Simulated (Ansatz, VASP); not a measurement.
**Two plane-wave programs on Sn4As**

```xyz
5
Lattice="5.4402 0.0000 0.0000 0.0000 5.4402 0.0000 0.0000 0.0000 5.4402" Properties=species:S:1:pos:R:3 pbc="T T T"
Sn    2.7201    0.0000    0.0000
Sn    0.0000    2.7201    0.0000
Sn    0.0000    0.0000    2.7201
Sn    2.7201    2.7201    2.7201
As    0.0000    0.0000    0.0000
```

Alike in both runs: functional PBE; k mesh 8 × 8 × 8; occupations gaussian, width 0.1 eV; no spin polarisation.

Ansatz relaxed the structure, and its values are those at the end. VASP's run is a single point on that final structure, the one shown.

|  | VASP | Ansatz |
| --- | --- | --- |
| version | VASP 6.6.1 | Ansatz 0.2.0 |
| potentials or method | VASP PAW PBE potentials, release 64 (Sn_d, As), cutoff 520 eV | scalar-relativistic, plane waves, PAW |
| valence electrons in the cell | 61 | 71 |

|  | VASP | Ansatz | Ansatz less VASP |
| --- | --- | --- | --- |
| gap on the k mesh at the Fermi level (eV) | none | none | - |
| pressure (GPa) | 0.0 | 0.0 | 0.00 |

A gap of «none» marks a metal or a gap that the smearing closes. VASP's potentials hold 61 valence electrons a cell and Ansatz's 71, so a difference there can come from the potentials and not from the codes.
